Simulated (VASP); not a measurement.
# Zn4H (P-43m) in VASP: a series of runs

The runs below take Zn4H through single point, relaxation of cell and atoms, with PBE.

All numbers are computed with VASP 6.6.1; they aren't measurements. Logs are shortened: lines on timing, memory, paths and dates and some standing lists are left out, and cuts for length are marked.

### Step 1. The cell of the first run

Symmetry: P-43m, No. 215, cubic system. Conventional cell: a = 4.899 Å, b = 4.899 Å, c = 4.899 Å, α = 90.00°, β = 90.00°, γ = 90.00°. Within 2.8 Å of Zn (site symmetry 3m) lie 1 H at 2.12 Å. H (site symmetry -43m) has 4 Zn at 2.12 Å within 2.8 Å.

### Step 2. Single point, PBE

Input file INCAR:

```
SYSTEM = Zn4H
PREC     = Accurate       ! precision mode
ENCUT    = 520            ! plane-wave cutoff, eV
EDIFF    = 1E-6           ! SCF threshold, eV
ISMEAR   = 0              ! smearing method
SIGMA    = 0.1            ! smearing width, eV
LREAL    = .FALSE.        ! projectors in reciprocal space
LASPH    = .TRUE.         ! aspherical terms in the spheres
NELM     = 60             ! most SCF steps
ALGO     = Normal         ! electronic algorithm
ISIF     = 2              ! what is computed and relaxed
LWAVE    = .FALSE.        ! write WAVECAR
LCHARG   = .FALSE.        ! write CHGCAR
GGA      = PE             ! functional
NBANDS   = 32             ! bands
```

Input file KPOINTS:

```
Automatic mesh
0
G
  4 4 4
  0 0 0
```

Input file POSCAR:

```
Zn4H
1.0
    4.8992991300      0.0000000000      0.0000000000
    0.0000000000      4.8992991300      0.0000000000
    0.0000000000      0.0000000000      4.8992991300
Zn H
4 1
Direct
    0.2500000000      0.2500000000      0.2500000000
    0.7500000000      0.7500000000      0.2500000000
    0.7500000000      0.2500000000      0.7500000000
    0.2500000000      0.7500000000      0.7500000000
    0.0000000000      0.0000000000      0.0000000000
```

Potentials or basis: VASP PAW PBE potentials, release 64 (Zn, H).

Run with:

```
> cat potpaw_PBE.64/Zn/POTCAR potpaw_PBE.64/H/POTCAR > POTCAR
> mpirun -np 1 vasp_std > vasp.out
```

OUTCAR:

```text
SYSTEM = Zn4H
   PREC = Accurate
   ENCUT = 520
   EDIFF = 1E-6
   ISMEAR = 0
   LREAL = .FALSE.
   LASPH = .TRUE.
   NELM = 60
   ISIF = 2
   GGA = PE

 ion  position               nearest neighbor table
   1  0.250  0.250  0.250-
   2  0.750  0.750  0.250-
   3  0.750  0.250  0.750-
   4  0.250  0.750  0.750-
   5  0.000  0.000  0.000-

  LATTYP: Found a simple cubic cell.
 ALAT       =     4.8992991300

  Lattice vectors:

 A1 = (   4.8992991300,   0.0000000000,   0.0000000000)
 A2 = (   0.0000000000,   4.8992991300,   0.0000000000)
 A3 = (   0.0000000000,   0.0000000000,   4.8992991300)

Analysis of symmetry for initial positions (statically):
=====================================================================
 Subroutine PRICEL returns:
 Original cell was already a primitive cell.

 Routine SETGRP: Setting up the symmetry group for a
 simple cubic supercell.

 Subroutine GETGRP returns: Found 24 space group operations
 (whereof 24 operations were pure point group operations)
 out of a pool of 48 trial point group operations.

The static configuration has the point symmetry T_d .

Analysis of symmetry for dynamics (positions and initial velocities):
=====================================================================
 Subroutine PRICEL returns:
 Original cell was already a primitive cell.

 Routine SETGRP: Setting up the symmetry group for a
 simple cubic supercell.

 Subroutine GETGRP returns: Found 24 space group operations
 (whereof 24 operations were pure point group operations)
 out of a pool of 48 trial point group operations.

The dynamic configuration has the point symmetry T_d .

 Subroutine INISYM returns: Found 24 space group operations
 (whereof 24 operations are pure point group operations),
 and found     1 'primitive' translations

----------------------------------------------------------------------------------------

                                     Primitive cell

  volume of cell :     117.5985

  direct lattice vectors                    reciprocal lattice vectors
     4.899299130  0.000000000  0.000000000     0.204110828  0.000000000  0.000000000
     0.000000000  4.899299130  0.000000000     0.000000000  0.204110828  0.000000000
     0.000000000  0.000000000  4.899299130     0.000000000  0.000000000  0.204110828

  length of vectors
     4.899299130  4.899299130  4.899299130     0.204110828  0.204110828  0.204110828

  position of ions in fractional coordinates (direct lattice)
     0.250000000  0.250000000  0.250000000
     0.750000000  0.750000000  0.250000000
     0.750000000  0.250000000  0.750000000
     0.250000000  0.750000000  0.750000000
     0.000000000  0.000000000  0.000000000

  ion indices of the primitive-cell ions
   primitive index   ion index
                 1           1
                 2           2
                 3           3
                 4           4
                 5           5

----------------------------------------------------------------------------------------

 KPOINTS: Automatic mesh

Automatic generation of k-mesh.
 Grid dimensions read from file:
 generate k-points for:    4    4    4

 Generating k-lattice:

  Cartesian coordinates                     Fractional coordinates (reciprocal lattice)
     0.051027707  0.000000000  0.000000000     0.250000000  0.000000000  0.000000000
     0.000000000  0.051027707  0.000000000     0.000000000  0.250000000  0.000000000
     0.000000000  0.000000000  0.051027707     0.000000000  0.000000000  0.250000000

  Length of vectors
     0.051027707  0.051027707  0.051027707

  Shift w.r.t. Gamma in fractional coordinates (k-lattice)
     0.000000000  0.000000000  0.000000000

 Subroutine IBZKPT returns following result:
 ===========================================

 Found     10 irreducible k-points:

 Following reciprocal coordinates:
            Coordinates               Weight
  0.000000  0.000000  0.000000      1.000000
  0.250000  0.000000  0.000000      6.000000
  0.500000  0.000000  0.000000      3.000000
  0.250000  0.250000  0.000000     12.000000
  0.500000  0.250000  0.000000     12.000000
  0.500000  0.500000  0.000000      3.000000
  0.250000  0.250000  0.250000      8.000000
  0.500000  0.250000  0.250000     12.000000
  0.500000  0.500000  0.250000      6.000000
  0.500000  0.500000  0.500000      1.000000
   k-points           NKPTS =     10   k-points in BZ     NKDIM =     10   number of bands    NBANDS=     32
   number of dos      NEDOS =    301   number of ions     NIONS =      5
   total plane-waves  NPLWV =  46656
   dimension x,y,z NGX =    36 NGY =   36 NGZ =   36
   dimension x,y,z NGXF=    72 NGYF=   72 NGZF=   72
   ions per type =               4   1
   NGX,Y,Z   is equivalent  to a cutoff of  12.22, 12.22, 12.22 a.u.
   NGXF,Y,Z  is equivalent  to a cutoff of  24.43, 24.43, 24.43 a.u.
 SYSTEM =  Zn4H
   PREC   = accura    normal or accurate (medium, high low for compatibility)
   ISTART =      0    job   : 0-new  1-cont  2-samecut
   ICHARG =      2    charge: 1-file 2-atom 10-const
   ISPIN  =      1    spin polarized calculation?
   LNONCOLLINEAR =      F non collinear calculations
   LSORBIT =      F    spin-orbit coupling
   LASPH  =      T    aspherical Exc in radial PAW
   ENCUT  =  520.0 eV  38.22 Ry    6.18 a.u.   9.11  9.11  9.11*2*pi/ulx,y,z
   NELM   =     60;   NELMIN=  2; NELMDL= -5     # of ELM steps
   EDIFF  = 0.1E-05   stopping-criterion for ELM
   LREAL  =      F    real-space projection
   EDIFFG = 0.1E-04   stopping-criterion for IOM
   NSW    =      0    number of steps for IOM
   IBRION =     -1    ionic relax: 0-MD 1-quasi-New 2-CG
   NFREE  =      0    steps in history (QN), initial steepest desc. (CG)
   ISIF   =      2    stress and relaxation
   ISYM   =      2    0-nonsym 1-usesym 2-fastsym
   POTIM  = 0.5000    time-step for ionic-motion
   TEBEG  =    0.0;   TEEND  =   0.0 temperature during run
   PSTRESS=    0.0 pullay stress
   NELECT =      49.0000    total number of electrons
   NUPDOWN=      -1.0000    fix difference up-down
   EMIN   =  10.00;   EMAX   =-10.00  energy-range for DOS
   EFERMI =   0.00;   METHOD = LEGACY
   ISMEAR =     0;   SIGMA  =   0.10  broadening in eV -4-tet -1-fermi 0-gaus
   EFERMI_NEDOS =   21; number of points for ismear=-14 and -15
   IALGO  =     38    algorithm
   IMIX   =      4    mixing-type and parameters
     AMIX     =   0.40;   BMIX     =  1.00
     AMIX_MAG =   1.60;   BMIX_MAG =  1.00
  volume/ion in A,a.u.               =      23.52       158.72
  Fermi-wavevector in a.u.,A,eV,Ry     =   1.222755  2.310673 20.342487  1.495131
  Thomas-Fermi vector in A             =   2.357891
   LORBIT       =      0    0 simple, 1 ext, 2 COOP (PROOUT), +10 PAW based schemes
   GGA     = PE    functional components
   LHFCALC =     F    Hartree Fock is set to
   AEXX    =    0.0000 exact exchange contribution
   IVDW    =     0    specifies the selected vdW correction
   LEPSILON=     F    determine dielectric tensor
   LRPA    =     F    only Hartree local field effects (RPA)
 non-spin polarized calculation
 Gauss-broadening in eV      SIGMA  =   0.10
  energy-cutoff  :      520.00
  volume of cell :      117.60
 maximum number of plane-waves:      3184
   NGX = 19   NGY = 19   NGZ = 19

 number of electron      48.9999973 magnetization

 Free energy of the ion-electron system (eV)
  ---------------------------------------------------
  ext. energy  EPLUGINS =         0.00000000
  ---------------------------------------------------
  free energy    TOTEN  =        -4.50256751 eV

  energy without entropy =       -4.48468533  energy(sigma->0) =       -4.49362642

 E-fermi :  -0.1765     XC(G=0):  -8.6244

 val. band max:       -0.3837144845   @ k =   0.2500   0.0000   0.0000
 cond. band min:      -0.1538513889   @ k =   0.5000   0.0000   0.0000
 fundamental gap:      0.2298630957
 Fermi energy:        -0.1765255063

 k-point     1 :       0.0000    0.0000    0.0000
  band No.  band energies     occupation
      1      -7.5707      2.00000
      2      -6.9815      2.00000
      3      -6.9815      2.00000
      4      -6.9602      2.00000
      5      -6.9602      2.00000
      6      -6.9602      2.00000
[... 24 lines left out ...]
     31       5.2001      0.00000
     32       5.5316      0.00000

 k-point     2 :       0.2500    0.0000    0.0000
  band No.  band energies     occupation
      1      -7.4276      2.00000
      2      -6.9552      2.00000
      3      -6.9410      2.00000
      4      -6.9252      2.00000
      5      -6.9244      2.00000
      6      -6.9244      2.00000
[... 24 lines left out ...]
     31       3.9244      0.00000
     32       5.8075      0.00000

 k-point     3 :       0.5000    0.0000    0.0000
  band No.  band energies     occupation
      1      -7.3004      2.00000
      2      -6.9115      2.00000
      3      -6.8924      2.00000
      4      -6.8783      2.00000
      5      -6.8783      2.00000
      6      -6.8463      2.00000
[... 24 lines left out ...]
     31       5.8677      0.00000
     32       6.4341      0.00000

 k-point     4 :       0.2500    0.2500    0.0000
  band No.  band energies     occupation
      1      -7.3517      2.00000
      2      -6.9328      2.00000
      3      -6.9253      2.00000
      4      -6.8925      2.00000
      5      -6.8921      2.00000
      6      -6.8819      2.00000
[... 164 lines left out ...]
     31       5.9003      0.00000
     32       6.2202      0.00000

 k-point     9 :       0.5000    0.5000    0.2500
  band No.  band energies     occupation
      1      -7.3275      2.00000
      2      -6.9135      2.00000
      3      -6.9135      2.00000
      4      -6.9124      2.00000
      5      -6.8457      2.00000
      6      -6.8457      2.00000
[... 24 lines left out ...]
     31       6.4865      0.00000
     32       6.5769      0.00000

 k-point    10 :       0.5000    0.5000    0.5000
  band No.  band energies     occupation
      1      -7.3706      2.00000
      2      -6.9502      2.00000
      3      -6.9502      2.00000
      4      -6.9502      2.00000
      5      -6.8439      2.00000
      6      -6.8439      2.00000
[... 24 lines left out ...]
     31       8.5988      0.00000
     32       8.5988      0.00000

------------------------ aborting loop because EDIFF is reached ----------------------------------------

  FORCE on cell =-STRESS in cart. coord.  units (eV):
  Direction    XX          YY          ZZ          XY          YZ          ZX
  --------------------------------------------------------------------------------------
  -------------------------------------------------------------------------------------
  Total       -4.4026462     -4.4026462     -4.4026462      0.0000000     -0.0000000      0.0000000
  in kB      -59.9822146    -59.9822146    -59.9822146      0.0000000     -0.0000000      0.0000000
  external PRESSURE =     -59.9822146 kB  Pullay stress =       0.0000000 kB

 VOLUME and BASIS-vectors are now :
 -----------------------------------------------------------------------------
  energy-cutoff  :      520.00
  volume of cell :      117.60
      direct lattice vectors                 reciprocal lattice vectors
     4.899299130  0.000000000  0.000000000     0.204110828  0.000000000  0.000000000
     0.000000000  4.899299130  0.000000000     0.000000000  0.204110828  0.000000000
     0.000000000  0.000000000  4.899299130     0.000000000  0.000000000  0.204110828

 POSITION                                       TOTAL-FORCE (eV/Angst)
 -----------------------------------------------------------------------------------
      1.22482      1.22482      1.22482        -0.003231     -0.003231     -0.003231
      3.67447      3.67447      1.22482         0.003231      0.003231     -0.003231
      3.67447      1.22482      3.67447         0.003231     -0.003231      0.003231
      1.22482      3.67447      3.67447        -0.003231      0.003231      0.003231
      0.00000      0.00000      0.00000        -0.000000      0.000000     -0.000000
 -----------------------------------------------------------------------------------
    total drift:                                0.000000      0.000000      0.000000

  FREE ENERGIE OF THE ION-ELECTRON SYSTEM (eV)
  ---------------------------------------------------
  free  energy   TOTEN  =        -4.5025675073 eV

  energy  without entropy=       -4.4846853347  energy(sigma->0) =       -4.49362642
```

Wall time 18 s (1 thread of AMD EPYC 9R45 (Zen 5), shared host); peak memory 0.18 GiB.

Results:

```
Free energy : -4.5026 eV
Pressure    : -6.0 GPa
```

(Continued in part 2 of 3.)
